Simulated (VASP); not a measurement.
# Al12C in VASP: relaxation of the atoms with PBE

Aim: the relaxation of the atoms of Al12C with PBE.

All numbers are computed with VASP 6.6.1; they aren't measurements. Logs are shortened: lines on timing, memory, paths and dates and some standing lists are left out, and cuts for length are marked.

## Step 1: The cell of the first run

The cell holds a slab with vacuum, 13 atoms: a = 5.714 Å, b = 5.714 Å, c = 20.102 Å, α = 90.00°, β = 90.00°, γ = 120.00°.

## Step 2: Relaxation of the atoms, PBE

The input, INCAR:

```
PREC = Accurate
ENCUT = 520
EDIFF = 1E-7
ISMEAR = 0
SIGMA = 0.1
LREAL = F
LASPH = T
NELM = 100
ALGO = Normal
ISIF = 2
LWAVE = F
LCHARG = F
LDIPOL = T
IDIPOL = 3
DIPOL = 0.5 0.5 0.327
GGA = PE
IBRION = 2
NSW = 36
EDIFFG = -0.025
KPAR = 4
```

The input, KPOINTS:

```
regular mesh
0
Gamma
  6 6 1
```

The input, POSCAR:

```
Al12C
1.0
    5.7143028096      0.0000000000      0.0000000000
   -2.8571514048      4.9487313980      0.0000000000
    0.0000000000      0.0000000000     20.1016424764
Al C
12 1
Selective dynamics
Direct
    0.3333333333      0.1666666667      0.1989887147  F F F
    0.3333333333      0.6666666667      0.1989887147  F F F
    0.8333333333      0.1666666667      0.1989887147  F F F
    0.8333333333      0.6666666667      0.1989887147  F F F
    0.1666666667      0.3333333333      0.3134533099  F F F
    0.1666666667      0.8333333333      0.3134533099  F F F
    0.6666666667      0.3333333333      0.3134533099  F F F
    0.6666666667      0.8333333333      0.3134533099  F F F
    0.0000000000      0.0000000000      0.4279074452  F F F
    0.0000000000      0.5000000000      0.4279074452  F F F
    0.5000000000      0.0000000000      0.4279074452  F F F
    0.5000000000      0.5000000000      0.4279074452  F F F
    0.0000000000      0.2500000000      0.4865928443  F F T
```

Potentials or basis: VASP PAW PBE potentials, release 64 (Al, C).

The run is started by

```sh
$ cat potpaw_PBE.64/Al/POTCAR potpaw_PBE.64/C/POTCAR > POTCAR
$ mpirun -np 4 vasp_std > vasp.out
```

OUTCAR:

```text
PREC = Accurate
   ENCUT = 520
   EDIFF = 1E-7
   ISMEAR = 0
   LREAL = F
   LASPH = T
   NELM = 100
   ISIF = 2
   GGA = PE
   IBRION = 2
   NSW = 36
   EDIFFG = -0.025

 ion  position               nearest neighbor table
   1  0.333  0.167  0.199-   5 2.83   6 2.83   7 2.83   4 2.86   2 2.86   2 2.86   4 2.86   3 2.86
                             3 2.86
   2  0.333  0.667  0.199-   6 2.83   5 2.83   8 2.83   3 2.86   1 2.86   1 2.86   3 2.86   4 2.86
                             4 2.86
   3  0.833  0.167  0.199-   7 2.83   8 2.83   5 2.83   4 2.86   2 2.86   4 2.86   2 2.86   1 2.86
                             1 2.86
   4  0.833  0.667  0.199-   8 2.83   7 2.83   6 2.83   3 2.86   1 2.86   3 2.86   1 2.86   2 2.86
                             2 2.86
   5  0.167  0.333  0.313-   9 2.83  12 2.83  10 2.83   1 2.83   2 2.83   3 2.83   8 2.86   6 2.86
                             6 2.86   8 2.86   7 2.86   7 2.86
   6  0.167  0.833  0.313-  10 2.83  11 2.83   9 2.83   2 2.83   1 2.83   4 2.83   7 2.86   5 2.86
                             5 2.86   7 2.86   8 2.86   8 2.86
   7  0.667  0.333  0.313-  11 2.83  10 2.83  12 2.83   3 2.83   4 2.83   1 2.83   8 2.86   6 2.86
                             8 2.86   6 2.86   5 2.86   5 2.86
   8  0.667  0.833  0.313-  12 2.83   9 2.83  11 2.83   4 2.83   3 2.83   2 2.83   7 2.86   5 2.86
                             7 2.86   5 2.86   6 2.86   6 2.86
   9  0.000  0.000  0.428-  13 1.85   5 2.83   8 2.83   6 2.83  12 2.86  10 2.86  10 2.86  12 2.86
                            11 2.86  11 2.86
  10  0.000  0.500  0.428-  13 1.85   6 2.83   7 2.83   5 2.83  11 2.86   9 2.86   9 2.86  11 2.86
                            12 2.86  12 2.86
  11  0.500  0.000  0.428-   7 2.83   6 2.83   8 2.83  10 2.86  12 2.86  12 2.86  10 2.86   9 2.86
                             9 2.86
  12  0.500  0.500  0.428-   8 2.83   5 2.83   7 2.83   9 2.86  11 2.86  11 2.86   9 2.86  10 2.86
                            10 2.86
  13  0.000  0.250  0.487-   9 1.85  10 1.85

  LATTYP: Found a hexagonal cell.
 ALAT       =     5.7143028096
 C/A-ratio  =     3.5177769093

  Lattice vectors:

 A1 = (   5.7143028096,   0.0000000000,   0.0000000000)
 A2 = (  -2.8571514048,   4.9487313980,   0.0000000000)
 A3 = (   0.0000000000,   0.0000000000,  20.1016424764)

Analysis of symmetry for initial positions (statically):
=====================================================================
 Subroutine PRICEL returns:
 Original cell was already a primitive cell.

 Routine SETGRP: Setting up the symmetry group for a
 hexagonal supercell.

 Subroutine GETGRP returns: Found  2 space group operations
 (whereof  1 operations were pure point group operations)
 out of a pool of 24 trial point group operations.

The static configuration has the point symmetry C_1 .
 The point group associated with its full space group is C_1h.

Analysis of symmetry for dynamics (positions and initial velocities):
=====================================================================
 Subroutine PRICEL returns:
 Original cell was already a primitive cell.

 Routine SETGRP: Setting up the symmetry group for a
 hexagonal supercell.

 Subroutine GETGRP returns: Found  2 space group operations
 (whereof  1 operations were pure point group operations)
 out of a pool of 24 trial point group operations.

The dynamic configuration has the point symmetry C_1 .
 The point group associated with its full space group is C_1h.

Analysis of constrained symmetry for selective dynamics:
=====================================================================
 Subroutine PRICEL returns:
 Original cell was already a primitive cell.

 Routine SETGRP: Setting up the symmetry group for a
 hexagonal supercell.

 Subroutine GETGRP returns: Found  2 space group operations
 (whereof  1 operations were pure point group operations)
 out of a pool of 24 trial point group operations.

The constrained configuration has the point symmetry C_1 .
 The point group associated with its full space group is C_1h.

 Subroutine INISYM returns: Found  2 space group operations
 (whereof  1 operations are pure point group operations),
 and found     1 'primitive' translations

----------------------------------------------------------------------------------------

                                     Primitive cell

  volume of cell :     568.4453

[... 59 lines left out ...]

 Subroutine IBZKPT returns following result:
 ===========================================

 Found     13 irreducible k-points:

 Following reciprocal coordinates:
            Coordinates               Weight
  0.000000  0.000000  0.000000      1.000000
  0.166667  0.000000  0.000000      2.000000
  0.000000  0.166667  0.000000      4.000000
  0.333333  0.000000  0.000000      2.000000
  0.000000  0.333333  0.000000      4.000000
  0.500000  0.000000  0.000000      1.000000
  0.000000  0.500000  0.000000      2.000000
  0.166667  0.166667  0.000000      4.000000
 -0.166667  0.333333  0.000000      2.000000
  0.333333  0.166667  0.000000      4.000000
 -0.166667  0.500000  0.000000      4.000000
  0.500000  0.333333  0.000000      4.000000
  0.333333  0.333333  0.000000      2.000000
   k-points           NKPTS =     13   k-points in BZ     NKDIM =     13   number of bands    NBANDS=     27
   number of dos      NEDOS =    301   number of ions     NIONS =     13
   total plane-waves  NPLWV = 264600
   dimension x,y,z NGX =    42 NGY =   42 NGZ =  150
   dimension x,y,z NGXF=    84 NGYF=   84 NGZF=  300
   ions per type =              12   1
   NGX,Y,Z   is equivalent  to a cutoff of  12.22, 12.22, 12.41 a.u.
   NGXF,Y,Z  is equivalent  to a cutoff of  24.44, 24.44, 24.81 a.u.
 SYSTEM =  unknown system
   PREC   = accura    normal or accurate (medium, high low for compatibility)
   ISTART =      0    job   : 0-new  1-cont  2-samecut
   ICHARG =      2    charge: 1-file 2-atom 10-const
   ISPIN  =      1    spin polarized calculation?
   LNONCOLLINEAR =      F non collinear calculations
   LSORBIT =      F    spin-orbit coupling
   LASPH  =      T    aspherical Exc in radial PAW
   ENCUT  =  520.0 eV  38.22 Ry    6.18 a.u.  10.62 10.62 37.38*2*pi/ulx,y,z
   NELM   =    100;   NELMIN=  2; NELMDL= -5     # of ELM steps
   EDIFF  = 0.1E-06   stopping-criterion for ELM
   LREAL  =      F    real-space projection
   EDIFFG = -.3E-01   stopping-criterion for IOM
   NSW    =     36    number of steps for IOM
   IBRION =      2    ionic relax: 0-MD 1-quasi-New 2-CG
   NFREE  =      1    steps in history (QN), initial steepest desc. (CG)
   ISIF   =      2    stress and relaxation
   ISYM   =      2    0-nonsym 1-usesym 2-fastsym
   POTIM  = 0.5000    time-step for ionic-motion
   TEBEG  =    0.0;   TEEND  =   0.0 temperature during run
   PSTRESS=    0.0 pullay stress
   NELECT =      40.0000    total number of electrons
   NUPDOWN=      -1.0000    fix difference up-down
   EMIN   =  10.00;   EMAX   =-10.00  energy-range for DOS
   EFERMI =   0.00;   METHOD = LEGACY
   ISMEAR =     0;   SIGMA  =   0.10  broadening in eV -4-tet -1-fermi 0-gaus
   EFERMI_NEDOS =   21; number of points for ismear=-14 and -15
   IALGO  =     38    algorithm
   IMIX   =      4    mixing-type and parameters
     AMIX     =   0.40;   BMIX     =  1.00
     AMIX_MAG =   1.60;   BMIX_MAG =  1.00
  volume/ion in A,a.u.               =      43.73       295.08
  Fermi-wavevector in a.u.,A,eV,Ry     =   0.675873  1.277215  6.215205  0.456805
  Thomas-Fermi vector in A             =   1.753019
   LORBIT       =      0    0 simple, 1 ext, 2 COOP (PROOUT), +10 PAW based schemes
   GGA     = PE    functional components
   LHFCALC =     F    Hartree Fock is set to
   AEXX    =    0.0000 exact exchange contribution
   IVDW    =     0    specifies the selected vdW correction
   LEPSILON=     F    determine dielectric tensor
   LRPA    =     F    only Hartree local field effects (RPA)
 conjugate gradient relaxation of ions
 non-spin polarized calculation
 Gauss-broadening in eV      SIGMA  =   0.10
  energy-cutoff  :      520.00
  volume of cell :      568.45
 maximum number of plane-waves:     15351
   NGX = 21   NGY = 21   NGZ = 75

 dipolmoment           0.000000      0.000000     -0.156385 electrons x Angstroem

--------------------------------------- Ionic step        1  -------------------------------------------

 number of electron      40.0000000 magnetization

 Free energy of the ion-electron system (eV)
  ---------------------------------------------------
  ext. energy  EPLUGINS =         0.00000000
  ---------------------------------------------------
  free energy    TOTEN  =       -48.50608793 eV

  energy without entropy =      -48.47451624  energy(sigma->0) =      -48.49030208

------------------------ aborting loop because EDIFF is reached ----------------------------------------

  FORCE on cell =-STRESS in cart. coord.  units (eV):
  Direction    XX          YY          ZZ          XY          YZ          ZX
  --------------------------------------------------------------------------------------
  -------------------------------------------------------------------------------------
  Total       -4.7731745     -1.0915189      3.9472229     -3.1884073     -0.0549475     -0.0951719
  in kB      -13.4533121     -3.0764734     11.1253467     -8.9866059     -0.1548709     -0.2682445
  external PRESSURE =      -1.8014796 kB  Pullay stress =       0.0000000 kB
[... 81 lines left out ...]
--------------------------------------- Ionic step        3  -------------------------------------------

 number of electron      40.0000000 magnetization

 dipolmoment           0.000000      0.000000      0.220931 electrons x Angstroem

 Free energy of the ion-electron system (eV)
  ---------------------------------------------------
  ext. energy  EPLUGINS =         0.00000000
  ---------------------------------------------------
  free energy    TOTEN  =       -48.52532993 eV

  energy without entropy =      -48.49396671  energy(sigma->0) =      -48.50964832

 E-fermi :  -0.2116     XC(G=0):  -4.5638

 val. band max:       -0.2171943618   @ k =  -0.1667   0.5000   0.0000
 cond. band min:      -0.2083848778   @ k =   0.1667   0.0000   0.0000
 fundamental gap:      0.0088094840
 Fermi energy:        -0.2116484975

 k-point     1 :       0.0000    0.0000    0.0000
  band No.  band energies     occupation
      1     -11.2606      2.00000
      2     -10.2387      2.00000
      3      -8.3186      2.00000
      4      -5.7601      2.00000
      5      -4.9872      2.00000
      6      -4.9821      2.00000
[... 379 lines left out ...]
     26       2.4529      0.00000
     27       2.4961      0.00000

------------------------ aborting loop because EDIFF is reached ----------------------------------------

 vacuum level on the upper side and lower side of the slab       (xc-potential included)         0.664        -0.713

  FORCE on cell =-STRESS in cart. coord.  units (eV):
  Direction    XX          YY          ZZ          XY          YZ          ZX
  --------------------------------------------------------------------------------------
  -------------------------------------------------------------------------------------
  Total       -4.9231056     -1.9642930      2.9380259     -2.5624070     -0.0692118     -0.1198785
  in kB      -13.8758968     -5.5364090      8.2808996     -7.2222083     -0.1950752     -0.3378805
  external PRESSURE =      -3.7104687 kB  Pullay stress =       0.0000000 kB
[... 28 lines left out ...]
  FREE ENERGIE OF THE ION-ELECTRON SYSTEM (eV)
  ---------------------------------------------------
  free  energy   TOTEN  =       -48.5253299272 eV

  energy  without entropy=      -48.4939667122  energy(sigma->0) =      -48.50964832

 reached required accuracy - stopping structural energy minimisation

 vacuum level on the upper side and lower side of the slab         5.303         3.889
```

Run time: 11 min. Hardware: 4 MPI ranks of Intel Xeon Platinum 8259CL at 2.50GHz (Skylake/Cascade Lake), shared host; peak memory 0.72 GiB.

Results:

```
Free energy               : -48.5253 eV
Energy gained by relaxing : 1.5 meV/atom
Ionic steps               : 3
Band gap on the k mesh    : zero (bands 20 and 21 overlap by 0.34 eV)
```

Step by step:
```tsv
step	energy change (eV)	largest force on free atoms (eV/Å)	pressure (GPa)
1	0.0000	0.6952	-0.18
2	-0.0162	0.2731	-0.30
3	-0.0192	0.0019	-0.37
```

Final structure:
```
Al C
1.0
     5.71430    0.00000    0.00000
    -2.85715    4.94873    0.00000
     0.00000    0.00000   20.10164
Al C
12 1
Direct
  0.33333 0.16667 0.19899
  0.33333 0.66667 0.19899
  0.83333 0.16667 0.19899
  0.83333 0.66667 0.19899
  0.16667 0.33333 0.31345
  0.16667 0.83333 0.31345
  0.66667 0.33333 0.31345
  0.66667 0.83333 0.31345
  0.00000 0.00000 0.42791
  0.00000 0.50000 0.42791
  0.50000 0.00000 0.42791
  0.50000 0.50000 0.42791
  0.00000 0.25000 0.48940
```

Levels at points of the mesh, in eV from the Fermi level:
| k point | band 18 | band 19 | band 20 | band 21 | band 22 | band 23 |
| --- | --- | --- | --- | --- | --- | --- |
| (0.00, 0.00, 0.00) | -1.73 | -1.20 | -0.68 | -0.29 | -0.17 | -0.08 |
| (0.50, 0.00, 0.00) | -0.46 | -0.39 | 0.01 | 0.30 | 0.79 | 1.09 |
| (0.00, 0.50, 0.00) | -0.46 | -0.20 | -0.15 | 0.24 | 0.48 | 1.09 |
